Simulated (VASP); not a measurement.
A run of VASP 6.6.1 is set up as follows.

POSCAR

```
CO2
1.0
    4.3182021464      0.0000000000      0.0000000000
    0.0000000000      4.3182021464      0.0000000000
    0.0000000000      0.0000000000      4.6015771397
C O
2 4
Direct
    0.5000000000      0.5000000000      0.5000000000
    0.0000000000      0.0000000000      0.0000000000
    0.3100325962      0.6899674038      0.5000000000
    0.6899674038      0.3100325962      0.5000000000
    0.1899674038      0.1899674038      0.0000000000
    0.8100325962      0.8100325962      0.0000000000
```

The input INCAR.step1:

```
PREC = Accurate ; ENCUT = 520
ISMEAR = 0 ; SIGMA = 0.02
LREAL = F ; LASPH = T
NELM = 60 ; NBANDS = 25
GGA = PE ; ALGO = Normal
EDIFF = 1E-4 ; LWAVE = T
LCHARG = F
```

The input INCAR.step2:

```
PREC = Accurate ; ENCUT = 520
EDIFF = 1E-7 ; ISMEAR = 0
SIGMA = 0.02 ; LREAL = F
LASPH = T ; NELM = 60
ALGO = Normal ; ISIF = 2
LWAVE = F ; LCHARG = T
METAGGA = R2SCAN ; LMIXTAU = T
LELF = T ; LVHAR = T
NBANDS = 25 ; ISTART = 1
```

File KPOINTS:

```
regular mesh
0
Gamma
  6 6 6
```

Potentials or basis: VASP PAW PBE potentials, release 64 (C, O).

Launch:

```bash
$ cat potpaw_PBE.64/C/POTCAR potpaw_PBE.64/O/POTCAR > POTCAR
$ cp INCAR.step1 INCAR
$ mpirun -np 1 vasp_std > vasp.out
$ cp INCAR.step2 INCAR
$ mpirun -np 1 vasp_std > vasp.out
```

**Question.** Estimate the pressure.

**Answer.** 2.2 GPa.

**Question.** Predict the largest force.

**Answer.** 0.793 eV/Å.

Stress tensor (GPa, compression positive):
```
 3.29  0.00  0.00
 0.00  3.29  0.00
 0.00  0.00 -0.09
```

Caveat: the PAW data sets were made with another functional, which shifts forces and pressure a little.
